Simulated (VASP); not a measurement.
# PtS2 (P-3m1) in VASP: further runs

The runs below take PtS2 through single point, with PBE.

Program: VASP 6.6.1. These are calculated values, not measurements. Logs are shortened: lines on timing, memory, paths and dates and some standing lists are left out, and cuts for length are marked.

## 1. The cell of the first run

It takes space group P-3m1 (No. 164, trigonal). Conventional cell: a = 3.574 Å, b = 3.574 Å, c = 6.306 Å, α = 90.00°, β = 90.00°, γ = 120.00°. Within 3.2 Å of Pt (site symmetry -3m) lie 6 S at 2.40 Å. S (site symmetry 3m) has 3 Pt at 2.40 Å and 3 S at 3.21 Å within 3.3 Å.

## 2. Single point, PBE, non-collinear spin, zero start, spin-orbit coupling (23.25 Å³/atom)

The input, INCAR:

```
SYSTEM = PtS2
ALGO     = Normal         ! electronic algorithm
EDIFF    = 1E-6           ! SCF threshold, eV
ENCUT    = 520            ! plane-wave cutoff, eV
GGA      = PE             ! functional
GGA_COMPAT= .FALSE.      
ISIF     = 2              ! what is computed and relaxed
ISMEAR   = 0              ! smearing method
LASPH    = .TRUE.         ! aspherical terms in the spheres
LCHARG   = .TRUE.         ! write CHGCAR
LMAXMIX  = 4              ! l up to which the mixer works
LORBIT   = 11             ! projections on sites
LORBMOM  = .TRUE.       
LREAL    = .FALSE.        ! projectors in reciprocal space
LSORBIT  = .TRUE.         ! spin-orbit coupling
LVHAR    = .TRUE.       
LWAVE    = .FALSE.        ! write WAVECAR
MAGMOM   = 0 0 0 0 0 0 0 0 0 ! initial moments
NBANDS   = 35             ! bands
NELM     = 150            ! most SCF steps
PREC     = Accurate       ! precision mode
SIGMA    = 0.05           ! smearing width, eV
```

The input, KPOINTS:

```
k-points
0
G
  8 8 4
  0 0 0
```

The input, POSCAR:

```
PtS2
1.0
    3.5735413260      0.0000000000      0.0000000000
   -1.7867706630      3.0947775698      0.0000000000
    0.0000000000      0.0000000000      6.3064720258
Pt S
1 2
Direct
    0.0000000000      0.0000000000      0.0000000000
    0.3333333333      0.6666666667      0.1952743633
    0.6666666667      0.3333333333      0.8047256367
```

Potentials or basis: VASP PAW PBE potentials, release 64 (Pt, S).

Command:

```console
> cat potpaw_PBE.64/Pt/POTCAR potpaw_PBE.64/S/POTCAR > POTCAR
> mpirun -np 1 vasp_ncl > vasp.out
```

OUTCAR:

```text
SYSTEM = PtS2
   EDIFF = 1E-6
   ENCUT = 520
   GGA = PE
   ISIF = 2
   ISMEAR = 0
   LASPH = .TRUE.
   LORBIT = 11
   LREAL = .FALSE.
   LSORBIT = .TRUE.
   NELM = 150
   PREC = Accurate

 ion  position               nearest neighbor table
   1  0.000  0.000  0.000-   2 2.40   3 2.40   3 2.40   2 2.40   3 2.40   2 2.40
   2  0.333  0.667  0.195-   1 2.40   1 2.40   1 2.40
   3  0.667  0.333  0.805-   1 2.40   1 2.40   1 2.40

  LATTYP: Found a hexagonal cell.
 ALAT       =     3.5735413260
 C/A-ratio  =     1.7647681811

  Lattice vectors:

 A1 = (   3.5735413260,   0.0000000000,   0.0000000000)
 A2 = (  -1.7867706630,   3.0947775698,   0.0000000000)
 A3 = (   0.0000000000,   0.0000000000,   6.3064720258)

Analysis of symmetry for initial positions (statically):
=====================================================================
 Subroutine PRICEL returns:
 Original cell was already a primitive cell.

 Routine SETGRP: Setting up the symmetry group for a
 hexagonal supercell.

 Subroutine GETGRP returns: Found 12 space group operations
 (whereof 12 operations were pure point group operations)
 out of a pool of 24 trial point group operations.

The static configuration has the point symmetry D_3d.

Analysis of symmetry for dynamics (positions and initial velocities):
=====================================================================
 Subroutine PRICEL returns:
 Original cell was already a primitive cell.

 Routine SETGRP: Setting up the symmetry group for a
 hexagonal supercell.

 Subroutine GETGRP returns: Found 12 space group operations
 (whereof 12 operations were pure point group operations)
 out of a pool of 24 trial point group operations.

The dynamic configuration has the point symmetry D_3d.

Analysis of structural, dynamic, and magnetic symmetry:
=====================================================================
 Subroutine PRICEL returns:
 Original cell was already a primitive cell.

 Routine SETGRP: Setting up the symmetry group for a
 hexagonal supercell.

 Subroutine GETGRP returns: Found 12 space group operations
 (whereof 12 operations were pure point group operations)
 out of a pool of 24 trial point group operations.

The overall configuration has the point symmetry D_3d.

 Subroutine INISYM returns: Found 12 space group operations
 (whereof 12 operations are pure point group operations),
 and found     1 'primitive' translations

----------------------------------------------------------------------------------------

                                     Primitive cell

  volume of cell :      69.7453

  direct lattice vectors                    reciprocal lattice vectors
     3.573541326  0.000000000  0.000000000     0.279834458  0.161562500  0.000000000
    -1.786770663  3.094777570  0.000000000     0.000000000  0.323124999  0.000000000
     0.000000000  0.000000000  6.306472026     0.000000000  0.000000000  0.158567262

  length of vectors
     3.573541326  3.573541326  6.306472026     0.323124999  0.323124999  0.158567262

  position of ions in fractional coordinates (direct lattice)
     0.000000000  0.000000000  0.000000000
     0.333333333  0.666666667  0.195274363
     0.666666667  0.333333333  0.804725637

  ion indices of the primitive-cell ions
   primitive index   ion index
                 1           1
                 2           2
                 3           3

----------------------------------------------------------------------------------------

 KPOINTS: k-points

Automatic generation of k-mesh.
 Grid dimensions read from file:
 generate k-points for:    8    8    4

 Generating k-lattice:

  Cartesian coordinates                     Fractional coordinates (reciprocal lattice)
     0.034979307  0.020195312  0.000000000     0.125000000  0.000000000  0.000000000
     0.000000000  0.040390625  0.000000000     0.000000000  0.125000000  0.000000000
[... 99 lines left out ...]

 number of electron      21.9999999 magnetization       0.0000000      0.0000000      0.0000000

 number of electron      21.9999999 magnetization      -0.0000000      0.0000000     -0.0000000

 Free energy of the ion-electron system (eV)
  ---------------------------------------------------
  ext. energy  EPLUGINS =         0.00000000
  ---------------------------------------------------
  free energy    TOTEN  =       -15.85368531 eV

  energy without entropy =      -15.85368531  energy(sigma->0) =      -15.85368531

 E-fermi :   3.6864     XC(G=0):  -9.0890

 val. band max:        3.4515893198   @ k =   0.1250   0.1250   0.0000
 cond. band min:       4.8978466208   @ k =   0.0000   0.2500   0.2500
 fundamental gap:      1.4462573010
 Fermi energy:         3.6863819135

 k-point     1 :       0.0000    0.0000    0.0000
  band No.  band energies     occupation
      1     -10.7139      1.00000
      2     -10.7139      1.00000
      3      -8.4657      1.00000
      4      -8.4657      1.00000
      5      -2.5293      1.00000
      6      -2.5293      1.00000
[... 877 lines left out ...]
     33      13.0295      0.00000
     34      13.0296      0.00000

 [... further k-points ...]

 [bands above 34 left out]

------------------------ aborting loop because EDIFF is reached ----------------------------------------

  FORCE on cell =-STRESS in cart. coord.  units (eV):
  Direction    XX          YY          ZZ          XY          YZ          ZX
  --------------------------------------------------------------------------------------
  -------------------------------------------------------------------------------------
  Total       -0.0935509     -0.0935509     -0.0592668      0.0000000      0.0000000      0.0000000
  in kB       -2.1490373     -2.1490373     -1.3614682      0.0000000      0.0000000      0.0000000
  external PRESSURE =      -1.8865143 kB  Pullay stress =       0.0000000 kB

 VOLUME and BASIS-vectors are now :
 -----------------------------------------------------------------------------
  energy-cutoff  :      520.00
  volume of cell :       69.75
      direct lattice vectors                 reciprocal lattice vectors
     3.573541326  0.000000000  0.000000000     0.279834458  0.161562500  0.000000000
    -1.786770663  3.094777570  0.000000000     0.000000000  0.323124999  0.000000000
     0.000000000  0.000000000  6.306472026     0.000000000  0.000000000  0.158567262

 POSITION                                       TOTAL-FORCE (eV/Angst)
 -----------------------------------------------------------------------------------
      0.00000      0.00000      0.00000         0.000000      0.000000      0.000000
     -0.00000      2.06319      1.23149         0.000000     -0.000000     -0.024980
      1.78677      1.03159      5.07498        -0.000000      0.000000      0.024980
 -----------------------------------------------------------------------------------
    total drift:                                0.000000     -0.000000     -0.000000

  FREE ENERGIE OF THE ION-ELECTRON SYSTEM (eV)
  ---------------------------------------------------
  free  energy   TOTEN  =       -15.8536853068 eV

  energy  without entropy=      -15.8536853068  energy(sigma->0) =      -15.85368531

 orbital moment (x)

 # of ion     p       d       tot
 ----------------------------------------
  1        -0.000   0.000   0.000
  2        -0.000   0.000  -0.000
  3        -0.000   0.000  -0.000
 ----------------------------------------
           -0.000   0.000  -0.000

 orbital moment (y)

 # of ion     p       d       tot
 ----------------------------------------
  1         0.000   0.000   0.000
  2        -0.000   0.000  -0.000
  3        -0.000   0.000  -0.000
 ----------------------------------------
           -0.000   0.000  -0.000

 orbital moment (z)

 # of ion     p       d       tot
 ----------------------------------------
  1         0.000   0.000   0.000
  2         0.000   0.000   0.000
  3         0.000   0.000   0.000
 ----------------------------------------
            0.000   0.000   0.000

 Spin-Orbit-Coupling matrix elements

 Ion:    1  E_soc:     -0.7748514
 l=   1
     0.0000000    -0.0333386    -0.0352476
    -0.0333386     0.0000000    -0.0333386
    -0.0352476    -0.0333386     0.0000000
 l=   2
     0.0000000    -0.0213917     0.0000000    -0.0213917    -0.0715678
    -0.0213917     0.0000000    -0.0511623    -0.0260420    -0.0213917
     0.0000000    -0.0511623     0.0000000    -0.0511623     0.0000000
    -0.0213917    -0.0260420    -0.0511623     0.0000000    -0.0213917
    -0.0715678    -0.0213917     0.0000000    -0.0213917     0.0000000
 l=   3
     0.0000000     0.0000000     0.0000000     0.0000000     0.0000000     0.0000000     0.0000000
     0.0000000     0.0000000     0.0000000     0.0000000     0.0000000     0.0000000     0.0000000
     0.0000000     0.0000000     0.0000000     0.0000000     0.0000000     0.0000000     0.0000000
     0.0000000     0.0000000     0.0000000     0.0000000     0.0000000     0.0000000     0.0000000
[... 29 lines left out ...]
 l=   2
     0.0000000     0.0000000     0.0000000     0.0000000     0.0000000
     0.0000000     0.0000000     0.0000000     0.0000000     0.0000000
     0.0000000     0.0000000     0.0000000     0.0000000     0.0000000
     0.0000000     0.0000000     0.0000000     0.0000000     0.0000000
     0.0000000     0.0000000     0.0000000     0.0000000     0.0000000
 l=   3
     0.0000000     0.0000000     0.0000000     0.0000000     0.0000000     0.0000000     0.0000000
     0.0000000     0.0000000     0.0000000     0.0000000     0.0000000     0.0000000     0.0000000
     0.0000000     0.0000000     0.0000000     0.0000000     0.0000000     0.0000000     0.0000000
     0.0000000     0.0000000     0.0000000     0.0000000     0.0000000     0.0000000     0.0000000
     0.0000000     0.0000000     0.0000000     0.0000000     0.0000000     0.0000000     0.0000000
     0.0000000     0.0000000     0.0000000     0.0000000     0.0000000     0.0000000     0.0000000
     0.0000000     0.0000000     0.0000000     0.0000000     0.0000000     0.0000000     0.0000000

 total charge

# of ion       s       p       d       tot
------------------------------------------
    1        0.687   0.775   7.933   9.396
    2        1.359   2.274   0.000   3.633
    3        1.359   2.274   0.000   3.633
--------------------------------------------------
tot          3.406   5.324   7.933  16.663

 magnetization (x)

# of ion       s       p       d       tot
------------------------------------------
    1        0.000   0.000   0.000   0.000
    2        0.000   0.000   0.000   0.000
    3        0.000   0.000   0.000   0.000
--------------------------------------------------
tot          0.000   0.000   0.000   0.000

 magnetization (y)

# of ion       s       p       d       tot
------------------------------------------
    1       -0.000   0.000  -0.000  -0.000
    2        0.000  -0.000   0.000  -0.000
    3        0.000  -0.000   0.000  -0.000
--------------------------------------------------
tot         -0.000  -0.000  -0.000  -0.000

 magnetization (z)

# of ion       s       p       d       tot
------------------------------------------
    1       -0.000  -0.000  -0.000  -0.000
    2        0.000   0.000   0.000   0.000
    3        0.000   0.000   0.000   0.000
--------------------------------------------------
tot         -0.000  -0.000  -0.000  -0.000
```

Run time: 3.8 min. Hardware: 1 thread of AMD EPYC 7R13, shared host; peak memory 0.37 GiB.

What came out:

```
Free energy                                           : -15.8537 eV
Pressure                                              : -0.2 GPa
Largest force                                         : 0.025 eV/Å
Net moment                                            : 0.00 μB per cell
Valence electrons inside the program's atomic spheres : Pt 9.40; S 3.63
```

Forces on the atoms (eV/Å):
```
Pt   0.000  0.000  0.000
S    0.000  0.000 -0.025
S    0.000  0.000  0.025
```

Stress tensor (GPa, compression positive):
```
-0.21  0.00  0.00
 0.00 -0.21  0.00
 0.00  0.00 -0.14
```

Moments on the atoms (μB; x, y, z):
```
Pt  0.00 0.00 0.00
S   0.00 0.00 0.00
S   0.00 0.00 0.00
```

Caveat: this functional lacks dispersion, which binds layers or chains, so the pressure and a relaxed spacing across them are unreliable.

## 3. Single point, PBE, non-collinear spin, zero start, spin-orbit coupling

This run uses another cell than the first one, of 23.72 Å³/atom.

The input, INCAR:

```
SYSTEM = PtS2
PREC     = Accurate       ! precision mode
ENCUT    = 520            ! plane-wave cutoff, eV
EDIFF    = 1E-6           ! SCF threshold, eV
ISMEAR   = 0              ! smearing method
SIGMA    = 0.05           ! smearing width, eV
LREAL    = .False.        ! projectors in reciprocal space
LASPH    = .True.         ! aspherical terms in the spheres
NELM     = 150            ! most SCF steps
ALGO     = Normal         ! electronic algorithm
ISIF     = 2              ! what is computed and relaxed
LWAVE    = .False.        ! write WAVECAR
LCHARG   = .False.        ! write CHGCAR
MAGMOM   = 0 0 0 0 0 0 0 0 0 ! initial moments
LORBIT   = 11             ! projections on sites
LSORBIT  = .True.         ! spin-orbit coupling
GGA_COMPAT= .False.      
LORBMOM  = .True.       
LMAXMIX  = 4              ! l up to which the mixer works
GGA      = PE             ! functional
NBANDS   = 35             ! bands
```

The input, KPOINTS:

```
regular mesh
0
Gamma
  8 8 4
  0 0 0
```

The input, POSCAR:

```
PtS2
1.0
    3.5750232019      0.0000000000      0.0000000000
   -1.7875116009      3.0960609120      0.0000000000
    0.0000000000      0.0000000000      6.4298417778
Pt S
1 2
Direct
    0.0000000000      0.0000000000      0.0000000000
    0.3333333333      0.6666666667      0.1913716893
    0.6666666667      0.3333333333      0.8086283107
```

Potentials or basis: VASP PAW PBE potentials, release 64 (Pt, S).

Command:

```console
> cat potpaw_PBE.64/Pt/POTCAR potpaw_PBE.64/S/POTCAR > POTCAR
> mpirun -np 1 vasp_ncl > vasp.out
```

It took 3.7 min on 1 thread of AMD EPYC 7R13, shared host; peak memory 0.37 GiB.

Results (log left out):

- Free energy: -15.8540 eV
- Pressure: -0.2 GPa
- Largest force: 0.020 eV/Å
- Net moment: 0.00 μB per cell
- Valence electrons inside the program's atomic spheres: Pt 9.39; S 3.63

Forces in eV/Å, atoms in the order of the input:
```
Pt   0.000  0.000  0.000
S    0.000  0.000 -0.020
S    0.000  0.000  0.020
```

Stress tensor (GPa, compression positive):
```
-0.30  0.00  0.00
 0.00 -0.30  0.00
 0.00  0.00 -0.15
```

Moments on the atoms (μB; x, y, z):
```
Pt  0.00 0.00 0.00
S   0.00 0.00 0.00
S   0.00 0.00 0.00
```

Caveat: this functional lacks dispersion, which binds layers or chains, so the pressure and a relaxed spacing across them are unreliable.
